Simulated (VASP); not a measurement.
# SrAl3 (P4mm) in VASP: single point with PBE

Aim: the single point of SrAl3 with PBE.

Program: VASP 6.6.1. These are calculated values, not measurements. Logs are shortened: lines on timing, memory, paths and dates and some standing lists are left out, and cuts for length are marked.

### Step 1. The cell of the first run

It takes space group P4mm (No. 99, tetragonal). Conventional cell: a = 4.474 Å, b = 4.474 Å, c = 4.474 Å, α = 90.00°, β = 90.00°, γ = 90.00°. Sr (site symmetry 4mm) has 12 Al at 3.03 to 3.31 Å within 4.0 Å. Within 4.2 Å of Al (site symmetry 4mm) lie 8 Al at 3.16 Å and 4 Sr at 3.17 Å. Al (site symmetry 2mm) has 4 Sr at 3.03 to 3.31 Å and 8 Al at 3.16 Å within 4.0 Å.

### Step 2. Single point, PBE (atom 1 (Sr) moved 0.2 Å along x)

The input, INCAR:

```
SYSTEM = SrAl3
ALGO = Normal ; EDIFF = 1E-6
ENCUT = 520 ; GGA = PE
ISIF = 2 ; ISMEAR = 0
LASPH = .True. ; LCHARG = .True.
LELF = .True. ; LREAL = .False.
LVHAR = .True. ; LWAVE = .False.
NBANDS = 18 ; NELM = 60
PREC = Accurate ; SIGMA = 0.05
```

The input, KPOINTS:

```
k-points
0
Gamma
  8 8 8
  0 0 0
```

The input, POSCAR:

```
SrAl3
1.0
    4.4737020881      0.0000000000      0.0000000000
    0.0000000000      4.4737020881      0.0000000000
    0.0000000000      0.0000000000      4.4737020881
Sr Al
1 3
Direct
    0.0447057037      0.0000000000      0.0000000000
    0.0000000000      0.5000000000      0.5000000000
    0.5000000000      0.5000000000      0.0000000000
    0.5000000000      0.0000000000      0.5000000000
```

Potentials or basis: VASP PAW PBE potentials, release 64 (Sr_sv, Al).

The run is started by

```console
> cat potpaw_PBE.64/Sr_sv/POTCAR potpaw_PBE.64/Al/POTCAR > POTCAR
> mpirun -np 1 vasp_std > vasp.out
```

OUTCAR:

```text
SYSTEM = SrAl3
   EDIFF = 1E-6
   ENCUT = 520
   GGA = PE
   ISIF = 2
   ISMEAR = 0
   LASPH = .True.
   LREAL = .False.
   NELM = 60
   PREC = Accurate

 ion  position               nearest neighbor table
   1  0.045  0.000  0.000-   3 3.03   4 3.03   4 3.03   3 3.03   2 3.17   2 3.17   2 3.17   2 3.17
                             3 3.31   4 3.31   4 3.31   3 3.31
   2  0.000  0.500  0.500-   3 3.16   4 3.16   3 3.16   4 3.16   3 3.16   4 3.16   3 3.16   4 3.16
                             1 3.17   1 3.17   1 3.17   1 3.17
   3  0.500  0.500  0.000-   1 3.03   1 3.03   4 3.16   2 3.16   4 3.16   2 3.16   4 3.16   4 3.16
                             2 3.16   2 3.16   1 3.31   1 3.31
   4  0.500  0.000  0.500-   1 3.03   1 3.03   3 3.16   2 3.16   3 3.16   2 3.16   3 3.16   3 3.16
                             2 3.16   2 3.16   1 3.31   1 3.31

  LATTYP: Found a simple cubic cell.
 ALAT       =     4.4737020881

  Lattice vectors:

 A1 = (   4.4737020881,   0.0000000000,   0.0000000000)
 A2 = (   0.0000000000,   4.4737020881,   0.0000000000)
 A3 = (   0.0000000000,   0.0000000000,   4.4737020881)

Analysis of symmetry for initial positions (statically):
=====================================================================
 Subroutine PRICEL returns:
 Original cell was already a primitive cell.

 Routine SETGRP: Setting up the symmetry group for a
 simple cubic supercell.

 Subroutine GETGRP returns: Found  8 space group operations
 (whereof  8 operations were pure point group operations)
 out of a pool of 48 trial point group operations.

The static configuration has the point symmetry C_4v.

Analysis of symmetry for dynamics (positions and initial velocities):
=====================================================================
 Subroutine PRICEL returns:
 Original cell was already a primitive cell.

 Routine SETGRP: Setting up the symmetry group for a
 simple cubic supercell.

 Subroutine GETGRP returns: Found  8 space group operations
 (whereof  8 operations were pure point group operations)
 out of a pool of 48 trial point group operations.

The dynamic configuration has the point symmetry C_4v.

 Subroutine INISYM returns: Found  8 space group operations
 (whereof  8 operations are pure point group operations),
 and found     1 'primitive' translations

----------------------------------------------------------------------------------------

                                     Primitive cell

  volume of cell :      89.5367

  direct lattice vectors                    reciprocal lattice vectors
     4.473702088  0.000000000  0.000000000     0.223528519  0.000000000  0.000000000
     0.000000000  4.473702088  0.000000000     0.000000000  0.223528519  0.000000000
     0.000000000  0.000000000  4.473702088     0.000000000  0.000000000  0.223528519

  length of vectors
     4.473702088  4.473702088  4.473702088     0.223528519  0.223528519  0.223528519

  position of ions in fractional coordinates (direct lattice)
     0.044705704  0.000000000  0.000000000
     0.000000000  0.500000000  0.500000000
     0.500000000  0.500000000  0.000000000
     0.500000000  0.000000000  0.500000000

  ion indices of the primitive-cell ions
   primitive index   ion index
                 1           1
                 2           2
                 3           3
                 4           4

----------------------------------------------------------------------------------------

 KPOINTS: k-points

Automatic generation of k-mesh.
 Grid dimensions read from file:
 generate k-points for:    8    8    8

 Generating k-lattice:

  Cartesian coordinates                     Fractional coordinates (reciprocal lattice)
     0.027941065  0.000000000  0.000000000     0.125000000  0.000000000  0.000000000
     0.000000000  0.027941065  0.000000000     0.000000000  0.125000000  0.000000000
     0.000000000  0.000000000  0.027941065     0.000000000  0.000000000  0.125000000

  Length of vectors
     0.027941065  0.027941065  0.027941065

  Shift w.r.t. Gamma in fractional coordinates (k-lattice)
     0.000000000  0.000000000  0.000000000

 Subroutine IBZKPT returns following result:
 ===========================================

 Found     75 irreducible k-points:

 Following reciprocal coordinates:
            Coordinates               Weight
  0.000000  0.000000  0.000000      1.000000
  0.125000  0.000000  0.000000      2.000000
  0.000000  0.125000  0.000000      4.000000
  0.250000  0.000000  0.000000      2.000000
  0.000000  0.250000  0.000000      4.000000
  0.375000  0.000000  0.000000      2.000000
[... 16 lines left out ...]
  0.375000  0.250000  0.000000      8.000000
  0.000000  0.375000  0.250000      8.000000
 [... further k-points ...]
   k-points           NKPTS =     75   k-points in BZ     NKDIM =     75   number of bands    NBANDS=     18
   number of dos      NEDOS =    301   number of ions     NIONS =      4
   total plane-waves  NPLWV =  46656
   dimension x,y,z NGX =    36 NGY =   36 NGZ =   36
   dimension x,y,z NGXF=    72 NGYF=   72 NGZF=   72
   ions per type =               1   3
   NGX,Y,Z   is equivalent  to a cutoff of  13.38, 13.38, 13.38 a.u.
   NGXF,Y,Z  is equivalent  to a cutoff of  26.76, 26.76, 26.76 a.u.
 SYSTEM =  SrAl3
   PREC   = accura    normal or accurate (medium, high low for compatibility)
   ISTART =      0    job   : 0-new  1-cont  2-samecut
   ICHARG =      2    charge: 1-file 2-atom 10-const
   ISPIN  =      1    spin polarized calculation?
   LNONCOLLINEAR =      F non collinear calculations
   LSORBIT =      F    spin-orbit coupling
   LASPH  =      T    aspherical Exc in radial PAW
   ENCUT  =  520.0 eV  38.22 Ry    6.18 a.u.   8.32  8.32  8.32*2*pi/ulx,y,z
   NELM   =     60;   NELMIN=  2; NELMDL= -5     # of ELM steps
   EDIFF  = 0.1E-05   stopping-criterion for ELM
   LREAL  =      F    real-space projection
   EDIFFG = 0.1E-04   stopping-criterion for IOM
   NSW    =      0    number of steps for IOM
   IBRION =     -1    ionic relax: 0-MD 1-quasi-New 2-CG
   NFREE  =      0    steps in history (QN), initial steepest desc. (CG)
   ISIF   =      2    stress and relaxation
   ISYM   =      2    0-nonsym 1-usesym 2-fastsym
   POTIM  = 0.5000    time-step for ionic-motion
   TEBEG  =    0.0;   TEEND  =   0.0 temperature during run
   PSTRESS=    0.0 pullay stress
   NELECT =      19.0000    total number of electrons
   NUPDOWN=      -1.0000    fix difference up-down
   EMIN   =  10.00;   EMAX   =-10.00  energy-range for DOS
   EFERMI =   0.00;   METHOD = LEGACY
   ISMEAR =     0;   SIGMA  =   0.05  broadening in eV -4-tet -1-fermi 0-gaus
   EFERMI_NEDOS =   21; number of points for ismear=-14 and -15
   IALGO  =     38    algorithm
   IMIX   =      4    mixing-type and parameters
     AMIX     =   0.40;   BMIX     =  1.00
     AMIX_MAG =   1.60;   BMIX_MAG =  1.00
  volume/ion in A,a.u.               =      22.38       151.06
  Fermi-wavevector in a.u.,A,eV,Ry     =   0.976470  1.845261 12.973073  0.953494
  Thomas-Fermi vector in A             =   2.107091
   LORBIT       =      0    0 simple, 1 ext, 2 COOP (PROOUT), +10 PAW based schemes
   GGA     = PE    functional components
   LHFCALC =     F    Hartree Fock is set to
   AEXX    =    0.0000 exact exchange contribution
   IVDW    =     0    specifies the selected vdW correction
   LEPSILON=     F    determine dielectric tensor
   LRPA    =     F    only Hartree local field effects (RPA)
 non-spin polarized calculation
 Gauss-broadening in eV      SIGMA  =   0.05
  energy-cutoff  :      520.00
  volume of cell :       89.54
 maximum number of plane-waves:      2469
 NGX is ok and might be reduce to    36
   NGX = 17   NGY = 17   NGZ = 17

 number of electron      19.0000001 magnetization

 Free energy of the ion-electron system (eV)
  ---------------------------------------------------
  ext. energy  EPLUGINS =         0.00000000
  ---------------------------------------------------
  free energy    TOTEN  =       -12.67329929 eV

  energy without entropy =      -12.67180889  energy(sigma->0) =      -12.67255409

 E-fermi :   4.9087     XC(G=0):  -9.5219

 val. band max:        4.8909400619   @ k =   0.0000   0.5000   0.3750
 cond. band min:       4.9599930822   @ k =   0.5000   0.5000   0.1250
 fundamental gap:      0.0690530203
 Fermi energy:         4.9086704388

 k-point     1 :       0.0000    0.0000    0.0000
  band No.  band energies     occupation
      1     -29.3392      2.00000
      2     -11.5317      2.00000
      3     -11.5314      2.00000
      4     -11.5314      2.00000
      5      -3.2643      2.00000
      6       2.6612      2.00000
[... 10 lines left out ...]
     17       9.2386      0.00000
     18      10.2337      0.00000

 k-point     2 :       0.1250    0.0000    0.0000
  band No.  band energies     occupation
      1     -29.3386      2.00000
      2     -11.5532      2.00000
      3     -11.5294      2.00000
      4     -11.5294      2.00000
      5      -3.1284      2.00000
      6       2.0333      2.00000
[... 10 lines left out ...]
     17      10.0232      0.00000
     18      10.3442      0.00000

 k-point     3 :       0.0000    0.1250    0.0000
  band No.  band energies     occupation
      1     -29.3386      2.00000
      2     -11.5537      2.00000
      3     -11.5295      2.00000
      4     -11.5294      2.00000
      5      -3.1277      2.00000
      6       2.0244      2.00000
[... 10 lines left out ...]
     17      10.0234      0.00000
     18      10.6003      0.00000

 k-point     4 :       0.2500    0.0000    0.0000
  band No.  band energies     occupation
      1     -29.3372      2.00000
      2     -11.6045      2.00000
      3     -11.5247      2.00000
      4     -11.5247      2.00000
      5      -2.7339      2.00000
      6       0.9150      2.00000
[... 10 lines left out ...]
     17      10.9316      0.00000
     18      10.9316      0.00000

 k-point     5 :       0.0000    0.2500    0.0000
  band No.  band energies     occupation
      1     -29.3372      2.00000
      2     -11.6061      2.00000
      3     -11.5246      2.00000
      4     -11.5246      2.00000
      5      -2.7316      2.00000
      6       0.9171      2.00000
[... 10 lines left out ...]
     17      11.0376      0.00000
     18      11.0426      0.00000

 k-point     6 :       0.3750    0.0000    0.0000
  band No.  band energies     occupation
      1     -29.3358      2.00000
      2     -11.6547      2.00000
      3     -11.5199      2.00000
      4     -11.5199      2.00000
      5      -2.1205      2.00000
      6      -0.1834      2.00000
[... 10 lines left out ...]
     17      10.3613      0.00000
     18      10.3613      0.00000

 k-point     7 :       0.0000    0.3750    0.0000
  band No.  band energies     occupation
      1     -29.3357      2.00000
      2     -11.6574      2.00000
      3     -11.5198      2.00000
      4     -11.5198      2.00000
      5      -2.1164      2.00000
      6      -0.1778      2.00000
[... 10 lines left out ...]
     17      10.4173      0.00000
     18      10.4285      0.00000

 k-point     8 :       0.5000    0.0000    0.0000
  band No.  band energies     occupation
      1     -29.3352      2.00000
      2     -11.6752      2.00000
      3     -11.5179      2.00000
      4     -11.5179      2.00000
      5      -1.5354      2.00000
      6      -0.9351      2.00000
[... 10 lines left out ...]
     17      10.1393      0.00000
     18      10.4737      0.00000
[... 229 lines left out ...]
     17       9.8664      0.00000
     18      10.7999      0.00000

 k-point    20 :       0.1250    0.0000    0.5000
  band No.  band energies     occupation
      1     -29.3346      2.00000
      2     -11.6741      2.00000
      3     -11.5370      2.00000
      4     -11.5159      2.00000
      5      -1.4565      2.00000
      6      -0.7887      2.00000
[... 10 lines left out ...]
     17       9.8757      0.00000
     18      10.7929      0.00000

 k-point    21 :       0.2500    0.2500    0.0000
  band No.  band energies     occupation
      1     -29.3352      2.00000
      2     -11.5999      2.00000
      3     -11.5892      2.00000
      4     -11.5181      2.00000
      5      -2.2487      2.00000
      6       1.1949      2.00000
[... 10 lines left out ...]
     17       9.7845      0.00000
     18      10.9247      0.00000

 k-point    22 :       0.0000    0.2500    0.2500
  band No.  band energies     occupation
      1     -29.3352      2.00000
      2     -11.6000      2.00000
      3     -11.5908      2.00000
      4     -11.5179      2.00000
      5      -2.2475      2.00000
      6       1.1922      2.00000
[... 10 lines left out ...]
     17       9.7689      0.00000
     18      10.9257      0.00000

 k-point    23 :       0.3750    0.2500    0.0000
  band No.  band energies     occupation
      1     -29.3339      2.00000
      2     -11.6417      2.00000
      3     -11.5875      2.00000
      4     -11.5135      2.00000
      5      -1.7006      2.00000
      6       0.2275      2.00000
[... 10 lines left out ...]
     17      10.4430      0.00000
     18      11.0353      0.00000

 k-point    24 :       0.0000    0.3750    0.2500
  band No.  band energies     occupation
      1     -29.3338      2.00000
      2     -11.6443      2.00000
      3     -11.5876      2.00000
      4     -11.5132      2.00000
      5      -1.6999      2.00000
      6       0.2368      2.00000
[... 10 lines left out ...]
     17      10.3922      0.00000
     18      10.9395      0.00000

 [... further k-points ...]
[... 5 lines left out ...]
  --------------------------------------------------------------------------------------
  -------------------------------------------------------------------------------------
  Total        0.2900722      0.3098793      0.3098793      0.0000000      0.0000000      0.0000000
  in kB        5.1905757      5.5450052      5.5450052      0.0000000      0.0000000      0.0000000
  external PRESSURE =       5.4268620 kB  Pullay stress =       0.0000000 kB

 VOLUME and BASIS-vectors are now :
 -----------------------------------------------------------------------------
  energy-cutoff  :      520.00
  volume of cell :       89.54
      direct lattice vectors                 reciprocal lattice vectors
     4.473702088  0.000000000  0.000000000     0.223528519  0.000000000  0.000000000
     0.000000000  4.473702088  0.000000000     0.000000000  0.223528519  0.000000000
     0.000000000  0.000000000  4.473702088     0.000000000  0.000000000  0.223528519

 POSITION                                       TOTAL-FORCE (eV/Angst)
 -----------------------------------------------------------------------------------
      0.20000      0.00000      0.00000        -1.471407      0.000000     -0.000000
      0.00000      2.23685      2.23685         0.082539      0.000000      0.000000
      2.23685      2.23685      0.00000         0.694434      0.000000      0.000000
      2.23685      0.00000      2.23685         0.694434      0.000000      0.000000
 -----------------------------------------------------------------------------------
    total drift:                               -0.000159     -0.000000      0.000000

  FREE ENERGIE OF THE ION-ELECTRON SYSTEM (eV)
  ---------------------------------------------------
  free  energy   TOTEN  =       -12.6732992915 eV

  energy  without entropy=      -12.6718088881  energy(sigma->0) =      -12.67255409
```

It took 2.8 min on 1 thread of Oxide Virtual Turin-like, shared host; peak memory 0.24 GiB.

What came out:

| Property | Result |
| --- | --- |
| Free energy | -12.6733 eV |
| Pressure | 0.5 GPa |
| Largest force | 1.471 eV/Å |

Forces in eV/Å, atoms in the order of the input:
```
Sr  -1.471  0.000  0.000
Al   0.083  0.000  0.000
Al   0.694  0.000  0.000
Al   0.694  0.000  0.000
```

Levels at points of the mesh, in eV from the Fermi level:
```tsv
k point	band 6	band 7	band 8	band 9	band 10	band 11	band 12	band 13
(0.00, 0.00, 0.00)	-2.25	-2.21	-0.87	-0.87	-0.86	2.47	3.09	3.09
(0.50, 0.00, 0.00)	-5.84	-0.92	-0.92	-0.75	-0.12	1.64	1.64	2.11
(0.00, 0.50, 0.00)	-5.84	-0.94	-0.93	-0.49	-0.35	1.61	1.69	2.08
(0.50, 0.50, 0.00)	-4.36	-4.35	-2.89	0.32	0.34	1.38	1.73	2.96
(0.00, 0.50, 0.50)	-4.35	-4.35	-2.86	0.37	0.37	1.32	1.78	2.97
(0.50, 0.50, 0.50)	-4.24	-4.24	-3.27	-1.37	-1.37	-1.34	2.72	5.53
```

Caveat: the cell differs from its parent crystal (atom 1 (Sr) moved 0.2 Å along x); forces of over 1 eV/Å act on the atoms, so gaps and moduli don't describe the material at rest.
